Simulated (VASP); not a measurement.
Set up this calculation in VASP 6.6.1, as the native input.

```
Task                   : single point
Functional             : PBE
Potentials or basis    : VASP PAW PBE potentials, release 64 (W_sv, C)
Cutoff                 : 520 eV
k mesh                 : 2 × 2 × 2
Occupations            : fermi-dirac, width 0.17 eV
Spin                   : no spin polarisation
Dipole correction      : no
Further INCAR settings : LREAL = Auto; ALGO = Normal; EDIFF = 1e-06; NBANDS = 86
```

The structure of WC lies in POSCAR:

```
WC
1.0
   -2.8477700000     -4.9324820000      0.0000000000
    4.2716550000     -2.4662410000      0.0000000000
    0.0000000000      0.0000000000      5.5945400000
W C
8 8
Direct
    0.7424262839      0.5248455923     -0.0203948850
    0.7469374163      0.5116063835      0.4698688364
    0.4837808577     -0.0020842945     -0.0175349537
    0.4971770097      0.0016962449      0.4859559499
    0.2440950511      0.5553413288     -0.0310302545
    0.2528784547      0.5190821068      0.4685639928
    0.0003073578      0.0179966042     -0.0528193560
    0.0057780336      0.0270046412      0.4688499859
    0.4870270683      0.6877056022      0.2503333607
    0.4770272292      0.7000012483      0.7140533449
    0.2440418536      0.2116451514      0.1772263671
    0.2495034034      0.1987352225      0.7343946062
   -0.0361853352      0.7058043049      0.1990512178
    0.0097699474      0.7086533353      0.7186113604
    0.7587231460      0.1869694565      0.2007850511
    0.7393915937      0.1710150278      0.7530199087
```

The input as run:

INCAR

```
SYSTEM = WC
PREC     = Accurate       ! precision mode
ENCUT    = 520            ! plane-wave cutoff, eV
EDIFF    = 1E-6           ! SCF threshold, eV
ISMEAR   = -1             ! smearing method
SIGMA    = 0.17           ! smearing width, eV
LREAL    = Auto         
LASPH    = .TRUE.         ! aspherical terms in the spheres
NELM     = 100            ! most SCF steps
ALGO     = Normal         ! electronic algorithm
ISIF     = 2              ! what is computed and relaxed
LWAVE    = .FALSE.        ! write WAVECAR
LCHARG   = .FALSE.        ! write CHGCAR
GGA      = PE             ! functional
NBANDS   = 86             ! bands
```

KPOINTS

```
Automatic mesh
0
G
  2 2 2
  0 0 0
```

Potentials or basis: VASP PAW PBE potentials, release 64 (W_sv, C).

The run is started by

```sh
$ cat potpaw_PBE.64/W_sv/POTCAR potpaw_PBE.64/C/POTCAR > POTCAR
$ mpirun -np 1 vasp_std > vasp.out
```

It gave:

```yaml
Pressure: 43.0 GPa
Largest_force: 6.139 eV/Å
Band_gap_on_the_k_mesh: zero (bands 72 and 73 overlap by 0.09 eV)
```

Caveat: the k points lie up to 0.64 Å⁻¹ apart; spin-orbit coupling is left out, which moves the levels of the heavy elements; forces of over 1 eV/Å act on the atoms, so gaps and moduli don't describe the material at rest.

Wall time 5.7 min on 1 thread of Intel Xeon 8259CL, on a shared host, peak memory 0.29 GiB.
